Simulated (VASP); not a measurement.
Crystal: SrMg3.

```
Sr Mg
1.0
     4.94253    0.00000    0.00000
     0.00000    4.94253    0.00000
     0.00000    0.00000    4.94253
Sr Mg
1 3
Direct
  0.00000 0.00000 0.00000
  0.50000 0.50000 0.00000
  0.50000 0.00000 0.50000
  0.00000 0.50000 0.50000
```

| Property | Result |
| --- | --- |
| Program | VASP 6.6.1 |
| Task | relaxation of volume and atoms at fixed shape |
| Functional | LDA |
| Potentials or basis | VASP PAW LDA potentials, release 64 (Sr_sv, Mg) |
| Cutoff | 600 eV |
| k mesh | 5 × 5 × 5 |
| Occupations | gaussian, width 0.1 eV |
| Spin | no spin polarisation |

At the start: pressure -2.0 GPa; volume 30.18 Å³/atom.

Q: How do energy, volume and symmetry change on relaxing?

A: Over 3 steps the energy falls by 14.4 meV/atom and the volume is 27.98 Å³/atom (-7.3 %); space group Pm-3m (No. 221, to 0.1 Å) before and after.

The path:
```csv
step,energy change (eV),largest force (eV/Å),pressure (GPa),volume (Å³)
1,0.0000,0.0000,-1.96,120.74
2,-0.0524,0.0000,-0.65,114.42
3,-0.0578,0.0000,-0.03,111.92
```

Final structure:
```xyz
4
Lattice="4.8191 0.0000 0.0000 0.0000 4.8191 0.0000 0.0000 0.0000 4.8191" Properties=species:S:1:pos:R:3 pbc="T T T"
Sr    0.0000    0.0000    0.0000
Mg    2.4095    2.4095    0.0000
Mg    2.4095    0.0000    2.4095
Mg    0.0000    2.4095    2.4095
```
